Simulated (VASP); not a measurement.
# CdS (Greenockite) (P1) in VASP: a series of runs

CdS (Greenockite) is run at these levels: LDA; tasks: single point.

Everything below comes from runs of VASP 6.6.1. Logs are shortened: lines on timing, memory, paths and dates and some standing lists are left out, and cuts for length are marked.

**1. The cell of the first run**

The typed cell holds 4 atoms: a = 4.143 Å, b = 4.143 Å, c = 6.726 Å, α = 90.00°, β = 90.00°, γ = 120.00°.

**2. Single point, LDA**

INCAR reads:

```
SYSTEM = CdS
PREC = Accurate
ENCUT = 520
EDIFF = 1E-7
ISMEAR = 0
SIGMA = 0.01
LREAL = .False.
LASPH = .True.
NELM = 80
ALGO = Normal
ISIF = 2
LWAVE = .False.
LCHARG = .False.
NBANDS = 26
```

KPOINTS reads:

```
regular mesh
0
Gamma
  6 6 2
  0 0 0
```

POSCAR reads:

```
CdS
1.0
    4.1430717734      0.0000000000      0.0000000000
   -2.0715358867      3.5880099721      0.0000000000
    0.0000000000      0.0000000000      6.7257529006
Cd S
2 2
Direct
    0.3339800000      0.6722300000      0.9961400000
    0.6473900000      0.3066000000      0.4931500000
    0.3239900000      0.6518600000      0.3733800000
    0.6562400000      0.3279800000      0.8861900000
```

Potentials or basis: VASP PAW LDA potentials, release 64 (Cd, S).

Command:

```console
$ cat potpaw_LDA.64/Cd/POTCAR potpaw_LDA.64/S/POTCAR > POTCAR
$ mpirun -np 1 vasp_std > vasp.out
```

OUTCAR:

```text
SYSTEM = CdS
   PREC = Accurate
   ENCUT = 520
   EDIFF = 1E-7
   ISMEAR = 0
   LREAL = .False.
   LASPH = .True.
   NELM = 80
   ISIF = 2

 ion  position               nearest neighbor table
   1  0.334  0.672  0.996-   4 2.47   4 2.50   3 2.54   4 2.54
   2  0.647  0.307  0.493-   3 2.48   3 2.53   3 2.56   4 2.64
   3  0.324  0.652  0.373-   2 2.48   2 2.53   1 2.54   2 2.56
   4  0.656  0.328  0.886-   1 2.47   1 2.50   1 2.54   2 2.64

  LATTYP: Found a hexagonal cell.
 ALAT       =     4.1430717734
 C/A-ratio  =     1.6233734940

  Lattice vectors:

 A1 = (   4.1430717734,   0.0000000000,   0.0000000000)
 A2 = (  -2.0715358867,   3.5880099721,   0.0000000000)
 A3 = (   0.0000000000,   0.0000000000,   6.7257529006)

Analysis of symmetry for initial positions (statically):
=====================================================================
 Subroutine PRICEL returns:
 Original cell was already a primitive cell.

 Routine SETGRP: Setting up the symmetry group for a
 hexagonal supercell.

 Subroutine GETGRP returns: Found  1 space group operations
 (whereof  1 operations were pure point group operations)
 out of a pool of 24 trial point group operations.

The static configuration has the point symmetry C_1 .

Analysis of symmetry for dynamics (positions and initial velocities):
=====================================================================
 Subroutine PRICEL returns:
 Original cell was already a primitive cell.

 Routine SETGRP: Setting up the symmetry group for a
 hexagonal supercell.

 Subroutine GETGRP returns: Found  1 space group operations
 (whereof  1 operations were pure point group operations)
 out of a pool of 24 trial point group operations.

The dynamic configuration has the point symmetry C_1 .

 Subroutine INISYM returns: Found  1 space group operations
 (whereof  1 operations are pure point group operations),
 and found     1 'primitive' translations

----------------------------------------------------------------------------------------

                                     Primitive cell

  volume of cell :      99.9809

  direct lattice vectors                    reciprocal lattice vectors
     4.143071773  0.000000000  0.000000000     0.241366806  0.139353013  0.000000000
    -2.071535887  3.588009972  0.000000000     0.000000000  0.278706026  0.000000000
     0.000000000  0.000000000  6.725752901     0.000000000  0.000000000  0.148682239

  length of vectors
     4.143071773  4.143075728  6.725752901     0.278706292  0.278706026  0.148682239

  position of ions in fractional coordinates (direct lattice)
     0.333980000  0.672230000  0.996140000
     0.647390000  0.306600000  0.493150000
     0.323990000  0.651860000  0.373380000
     0.656240000  0.327980000  0.886190000

  ion indices of the primitive-cell ions
   primitive index   ion index
                 1           1
                 2           2
                 3           3
                 4           4

----------------------------------------------------------------------------------------

 KPOINTS: regular mesh

Automatic generation of k-mesh.
 Grid dimensions read from file:
 generate k-points for:    6    6    2

 Generating k-lattice:

  Cartesian coordinates                     Fractional coordinates (reciprocal lattice)
     0.040227801  0.023225502  0.000000000     0.166666667 -0.000000000  0.000000000
     0.000000000  0.046451004  0.000000000     0.000000000  0.166666667  0.000000000
     0.000000000  0.000000000  0.074341119     0.000000000  0.000000000  0.500000000

  Length of vectors
     0.046451049  0.046451004  0.074341119

  Shift w.r.t. Gamma in fractional coordinates (k-lattice)
     0.000000000  0.000000000  0.000000000

 Subroutine IBZKPT returns following result:
 ===========================================

 Found     40 irreducible k-points:

 Following reciprocal coordinates:
            Coordinates               Weight
  0.000000  0.000000  0.000000      1.000000
  0.166667 -0.000000  0.000000      2.000000
  0.000000  0.166667  0.000000      2.000000
 -0.166667  0.166667  0.000000      2.000000
  0.333333  0.000000  0.000000      2.000000
  0.000000  0.333333  0.000000      2.000000
[... 16 lines left out ...]
  0.000000  0.166667  0.500000      2.000000
 -0.166667  0.166667  0.500000      2.000000
 [... further k-points ...]
   k-points           NKPTS =     40   k-points in BZ     NKDIM =     40   number of bands    NBANDS=     26
   number of dos      NEDOS =    301   number of ions     NIONS =      4
   total plane-waves  NPLWV =  51200
   dimension x,y,z NGX =    32 NGY =   32 NGZ =   50
   dimension x,y,z NGXF=    64 NGYF=   64 NGZF=  100
   ions per type =               2   2
   NGX,Y,Z   is equivalent  to a cutoff of  12.84, 12.84, 12.36 a.u.
   NGXF,Y,Z  is equivalent  to a cutoff of  25.68, 25.68, 24.72 a.u.
 SYSTEM =  CdS
   PREC   = accura    normal or accurate (medium, high low for compatibility)
[... 33 lines left out ...]
   GGA     = CA    functional components
   LHFCALC =     F    Hartree Fock is set to
   AEXX    =    0.0000 exact exchange contribution
   IVDW    =     0    specifies the selected vdW correction
   LEPSILON=     F    determine dielectric tensor
   LRPA    =     F    only Hartree local field effects (RPA)
 non-spin polarized calculation
 Gauss-broadening in eV      SIGMA  =   0.01
  energy-cutoff  :      520.00
  volume of cell :       99.98
 maximum number of plane-waves:      2731
   NGX = 15   NGY = 15   NGZ = 25

 number of electron      36.0000001 magnetization

 Free energy of the ion-electron system (eV)
  ---------------------------------------------------
  ext. energy  EPLUGINS =         0.00000000
  ---------------------------------------------------
  free energy    TOTEN  =       -14.74373492 eV

  energy without entropy =      -14.74373492  energy(sigma->0) =      -14.74373492

 E-fermi :   1.1803     XC(G=0):  -9.5443

 val. band max:        1.0717224481   @ k =   0.0000   0.0000   0.0000
 cond. band min:       2.0226090958   @ k =   0.0000   0.0000   0.0000
 fundamental gap:      0.9508866477
 Fermi energy:         1.1803189351

 k-point     1 :       0.0000    0.0000    0.0000
  band No.  band energies     occupation
      1     -11.2648      2.00000
      2     -10.8268      2.00000
      3      -6.7247      2.00000
      4      -6.6672      2.00000
      5      -6.6375      2.00000
      6      -6.6344      2.00000
[... 18 lines left out ...]
     25       8.4984      0.00000
     26       8.5764      0.00000

 k-point     2 :       0.1667   -0.0000    0.0000
  band No.  band energies     occupation
      1     -11.1682      2.00000
      2     -10.7826      2.00000
      3      -6.6822      2.00000
      4      -6.6390      2.00000
      5      -6.5884      2.00000
      6      -6.5724      2.00000
[... 18 lines left out ...]
     25       8.4198      0.00000
     26       9.0903      0.00000

 k-point     3 :       0.0000    0.1667    0.0000
  band No.  band energies     occupation
      1     -11.1647      2.00000
      2     -10.7804      2.00000
      3      -6.6674      2.00000
      4      -6.6230      2.00000
      5      -6.5973      2.00000
      6      -6.5682      2.00000
[... 18 lines left out ...]
     25       8.3837      0.00000
     26       8.9832      0.00000

 k-point     4 :      -0.1667    0.1667    0.0000
  band No.  band energies     occupation
      1     -11.1663      2.00000
      2     -10.7817      2.00000
      3      -6.6751      2.00000
      4      -6.6379      2.00000
      5      -6.5832      2.00000
      6      -6.5676      2.00000
[... 18 lines left out ...]
     25       8.4509      0.00000
     26       9.0182      0.00000
[... 496 lines left out ...]
      1     -11.0058      2.00000
      2     -10.9324      2.00000
      3      -6.6405      2.00000
      4      -6.6359      2.00000
      5      -6.6110      2.00000
      6      -6.5978      2.00000
[... 18 lines left out ...]
     25       8.2183      0.00000
     26       8.3276      0.00000

 k-point    23 :       0.0000    0.1667    0.5000
  band No.  band energies     occupation
      1     -11.0033      2.00000
      2     -10.9293      2.00000
      3      -6.6392      2.00000
      4      -6.6272      2.00000
      5      -6.5939      2.00000
      6      -6.5911      2.00000
[... 18 lines left out ...]
     25       8.1177      0.00000
     26       8.2227      0.00000

 k-point    24 :      -0.1667    0.1667    0.5000
  band No.  band energies     occupation
      1     -11.0046      2.00000
      2     -10.9307      2.00000
      3      -6.6420      2.00000
      4      -6.6352      2.00000
      5      -6.6001      2.00000
      6      -6.5935      2.00000
[... 18 lines left out ...]
     25       8.1807      0.00000
     26       8.2855      0.00000

 [... further k-points ...]

------------------------ aborting loop because EDIFF is reached ----------------------------------------

  FORCE on cell =-STRESS in cart. coord.  units (eV):
  Direction    XX          YY          ZZ          XY          YZ          ZX
  --------------------------------------------------------------------------------------
  -------------------------------------------------------------------------------------
  Total       -1.5395579     -0.6808196     -1.9695964     -0.2312649     -0.0240566     -0.0254850
  in kB      -24.6711626    -10.9100226    -31.5624582     -3.7059814     -0.3855027     -0.4083933
  external PRESSURE =     -22.3812145 kB  Pullay stress =       0.0000000 kB

 VOLUME and BASIS-vectors are now :
 -----------------------------------------------------------------------------
  energy-cutoff  :      520.00
  volume of cell :       99.98
      direct lattice vectors                 reciprocal lattice vectors
     4.143071773  0.000000000  0.000000000     0.241366806  0.139353013  0.000000000
    -2.071535887  3.588009972  0.000000000     0.000000000  0.278706026  0.000000000
     0.000000000  0.000000000  6.725752901     0.000000000  0.000000000  0.148682239

 POSITION                                       TOTAL-FORCE (eV/Angst)
 -----------------------------------------------------------------------------------
     -0.00885      2.41197      6.69979        -0.113417     -0.228289      0.083501
      2.04705      1.10008      3.31681         0.067402      0.238723      0.336893
     -0.00804      2.33888      2.51126        -0.081325     -0.204751      0.169729
      2.03943      1.17680      5.96029         0.127341      0.194317     -0.590123
 -----------------------------------------------------------------------------------
    total drift:                               -0.000315     -0.000077     -0.000886

  FREE ENERGIE OF THE ION-ELECTRON SYSTEM (eV)
  ---------------------------------------------------
  free  energy   TOTEN  =       -14.7437349199 eV

  energy  without entropy=      -14.7437349199  energy(sigma->0) =      -14.74373492
```

Wall time 39 s (1 thread of Intel Xeon 6975P-C (Granite Rapids), shared host); peak memory 0.23 GiB.

What came out:

| Property | Result |
| --- | --- |
| Free energy | -14.7437 eV |
| Pressure | -2.2 GPa |
| Largest force | 0.634 eV/Å |
| Band gap on the k mesh | 0.95 eV, direct |

Forces on the atoms (eV/Å):
```
Cd  -0.113 -0.228  0.084
Cd   0.067  0.239  0.337
S   -0.081 -0.205  0.170
S    0.127  0.194 -0.590
```

Stress tensor (GPa, compression positive):
```
-2.47 -0.37 -0.04
-0.37 -1.09 -0.04
-0.04 -0.04 -3.16
```

Caveat: the k points lie up to 0.47 Å⁻¹ apart. Expect the measured gap to be larger: semilocal functionals such as LDA lack the derivative discontinuity.

**3. Single point, LDA**

This run uses another cell than the first one, of 25.12 Å³/atom, 1.005 times its volume.

INCAR reads:

```
PREC     = Accurate       # precision mode
ENCUT    = 520            # plane-wave cutoff, eV
EDIFF    = 1E-7           # SCF threshold, eV
ISMEAR   = 0              # smearing method
SIGMA    = 0.01           # smearing width, eV
LREAL    = False          # projectors in reciprocal space
LASPH    = True           # aspherical terms in the spheres
NELM     = 80             # most SCF steps
ALGO     = Normal         # electronic algorithm
ISIF     = 2              # what is computed and relaxed
LWAVE    = False          # write WAVECAR
LCHARG   = True           # write CHGCAR
GGA      = CA             # functional
LELF     = True           # ELF
LVHAR    = True         
NBANDS   = 26             # bands
```

KPOINTS reads:

```
Automatic mesh
0
Gamma
  6 6 2
```

POSCAR reads:

```
CdS
1.0
    4.1500000000      0.0000000000      0.0000000000
   -2.0750000000      3.5940100000      0.0000000000
    0.0000000000      0.0000000000      6.7370000000
Cd S
2 2
Direct
    0.3339800000      0.6722300000      0.9961400000
    0.6473900000      0.3066000000      0.4931500000
    0.3239900000      0.6518600000      0.3733800000
    0.6562400000      0.3279800000      0.8861900000
```

Potentials or basis: VASP PAW LDA potentials, release 64 (Cd, S).

Command:

```console
$ cat potpaw_LDA.64/Cd/POTCAR potpaw_LDA.64/S/POTCAR > POTCAR
$ mpirun -np 1 vasp_std > vasp.out
```

Wall time 41 s (1 thread of Intel Xeon 6975P-C (Granite Rapids), shared host); peak memory 0.23 GiB.

It converged, with:

```
Free energy            : -14.7364 eV
Pressure               : -2.5 GPa
Largest force          : 0.624 eV/Å
Band gap on the k mesh : 0.94 eV, direct
```

Forces on the atoms (eV/Å):
```
Cd  -0.111 -0.224  0.084
Cd   0.066  0.234  0.329
S   -0.080 -0.200  0.169
S    0.125  0.190 -0.581
```

Stress tensor (GPa, compression positive):
```
-2.74 -0.36 -0.04
-0.36 -1.41 -0.04
-0.04 -0.04 -3.39
```

Levels at points of the mesh, in eV from the valence-band top:
```csv
k point,band 16,band 17,band 18,band 19,band 20,band 21
"(0.00, 0.00, 0.00)",-0.04,-0.04,0.00,0.94,2.45,6.17
"(0.50, 0.00, 0.00)",-1.92,-1.19,-0.85,3.43,3.58,4.90
"(0.00, 0.50, 0.00)",-1.91,-1.29,-0.86,3.48,3.71,4.83
"(0.50, 0.50, 0.00)",-1.92,-1.26,-0.85,3.47,3.63,4.98
"(0.00, 0.00, 0.50)",-0.41,-0.38,-0.30,2.54,2.61,5.62
"(0.50, 0.00, 0.50)",-1.36,-1.32,-1.22,3.17,3.33,4.97
"(0.00, 0.50, 0.50)",-1.37,-1.35,-1.27,3.23,3.40,5.00
"(0.50, 0.50, 0.50)",-1.36,-1.31,-1.22,3.15,3.32,5.01
```

Caveat: the k points lie up to 0.47 Å⁻¹ apart. As with any semilocal functional, this LDA gap is likely too small.

**4. Single point, LDA**

This run uses another cell than the first one, of 25.12 Å³/atom, 1.005 times its volume.

INCAR reads:

```
SYSTEM = CdS
PREC = Accurate ; ENCUT = 520
EDIFF = 1E-6 ; ISMEAR = 0
SIGMA = 0.01 ; LREAL = .False.
LASPH = .True. ; NELM = 60
ALGO = Normal ; ISIF = 2
LWAVE = .False. ; LCHARG = .False.
NBANDS = 26
```

KPOINTS reads:

```
regular mesh
0
Gamma
  6 6 2
  0 0 0
```

POSCAR, as its differences from that of step 3:

```diff
@@ -11,2 +11,2 @@
     0.3239900000      0.6518600000      0.3733800000
-    0.6562400000      0.3279800000      0.8861900000
+    0.6562400000      0.3279800000      0.8867837361
```

Command:

```console
$ cat potpaw_LDA.64/Cd/POTCAR potpaw_LDA.64/S/POTCAR > POTCAR
$ mpirun -np 1 vasp_std > vasp.out
```

Run time: 36 s. Hardware: 1 thread of Intel Xeon 6975P-C (Granite Rapids), shared host; peak memory 0.22 GiB.

The run converged. Its results:

```yaml
Free_energy: -14.7340 eV
Pressure: -2.5 GPa
Largest_force: 0.643 eV/Å
Band_gap_on_the_k_mesh: 0.94 eV, direct
```

Forces in eV/Å, atoms in the order of the input:
```
Cd  -0.112 -0.226  0.087
Cd   0.066  0.235  0.335
S   -0.080 -0.200  0.179
S    0.126  0.191 -0.601
```

Stress tensor (GPa, compression positive):
```
-2.70 -0.36 -0.04
-0.36 -1.37 -0.04
-0.04 -0.04 -3.40
```

Levels at points of the mesh, in eV from the valence-band top:
```csv
k point,band 16,band 17,band 18,band 19,band 20,band 21
"(0.00, 0.00, 0.00)",-0.04,-0.04,0.00,0.94,2.45,6.17
"(0.50, 0.00, 0.00)",-1.92,-1.19,-0.85,3.42,3.58,4.90
"(0.00, 0.50, 0.00)",-1.91,-1.29,-0.86,3.48,3.71,4.83
"(0.50, 0.50, 0.00)",-1.92,-1.25,-0.85,3.47,3.63,4.98
"(0.00, 0.00, 0.50)",-0.41,-0.38,-0.30,2.54,2.61,5.61
"(0.50, 0.00, 0.50)",-1.36,-1.32,-1.22,3.16,3.33,4.97
"(0.00, 0.50, 0.50)",-1.37,-1.35,-1.26,3.23,3.41,4.99
"(0.50, 0.50, 0.50)",-1.36,-1.31,-1.21,3.15,3.32,5.00
```

Caveat: the k points lie up to 0.47 Å⁻¹ apart. LDA gaps usually lie below the measured ones, often by a third to a half.

**5. Single point, LDA**

This run uses another cell than the first one, of 25.12 Å³/atom, 1.005 times its volume.

INCAR reads:

```
  ALGO = Normal
  EDIFF = 1E-6
  ENCUT = 520
  ISIF = 2
  ISMEAR = 0
  LASPH = T
  LCHARG = F
  LREAL = F
  LWAVE = F
  NBANDS = 26
  NELM = 80
  PREC = Accurate
  SIGMA = 0.01
```

KPOINTS reads:

```
k-points
0
Gamma
  6 6 2
```

POSCAR, as its differences from that of step 4:

```diff
@@ -11,2 +11,2 @@
     0.3239900000      0.6518600000      0.3733800000
-    0.6562400000      0.3279800000      0.8867837361
+    0.6562400000      0.3279800000      0.8855962639
```

Command:

```console
$ cat potpaw_LDA.64/Cd/POTCAR potpaw_LDA.64/S/POTCAR > POTCAR
$ mpirun -np 1 vasp_std > vasp.out
```

It took 36 s on 1 thread of Intel Xeon 6975P-C (Granite Rapids), shared host; peak memory 0.23 GiB.

The run converged. Its results:

| Property | Result |
| --- | --- |
| Free energy | -14.7387 eV |
| Pressure | -2.5 GPa |
| Largest force | 0.605 eV/Å |
| Band gap on the k mesh | 0.94 eV, direct |

Forces in eV/Å, atoms in the order of the input:
```
Cd  -0.110 -0.223  0.080
Cd   0.066  0.234  0.323
S   -0.080 -0.200  0.159
S    0.124  0.188 -0.561
```

Stress tensor (GPa, compression positive):
```
-2.74 -0.36 -0.04
-0.36 -1.42 -0.04
-0.04 -0.04 -3.36
```

Levels at points of the mesh, in eV from the valence-band top:
| k point | band 14 | band 15 | band 16 | band 17 | band 18 | band 19 | band 20 | band 21 | band 22 | band 23 |
| --- | --- | --- | --- | --- | --- | --- | --- | --- | --- | --- |
| (0.00, 0.00, 0.00) | -0.81 | -0.69 | -0.04 | -0.04 | 0.00 | 0.94 | 2.46 | 6.17 | 6.36 | 6.55 |
| (0.50, 0.00, 0.00) | -3.62 | -2.65 | -1.92 | -1.19 | -0.84 | 3.43 | 3.58 | 4.90 | 6.22 | 7.01 |
| (0.00, 0.50, 0.00) | -3.68 | -2.57 | -1.91 | -1.30 | -0.86 | 3.48 | 3.71 | 4.83 | 6.21 | 7.01 |
| (0.50, 0.50, 0.00) | -3.69 | -2.60 | -1.91 | -1.26 | -0.85 | 3.47 | 3.63 | 4.98 | 6.17 | 7.02 |
| (0.00, 0.00, 0.50) | -2.39 | -0.49 | -0.41 | -0.39 | -0.30 | 2.55 | 2.61 | 5.64 | 6.20 | 6.50 |
| (0.50, 0.00, 0.50) | -4.15 | -1.47 | -1.36 | -1.32 | -1.23 | 3.17 | 3.32 | 4.98 | 5.20 | 7.52 |
| (0.00, 0.50, 0.50) | -4.24 | -1.47 | -1.37 | -1.35 | -1.27 | 3.24 | 3.40 | 5.01 | 5.22 | 7.60 |
| (0.50, 0.50, 0.50) | -4.20 | -1.47 | -1.37 | -1.31 | -1.22 | 3.16 | 3.32 | 5.02 | 5.22 | 7.55 |

Caveat: the k points lie up to 0.47 Å⁻¹ apart.
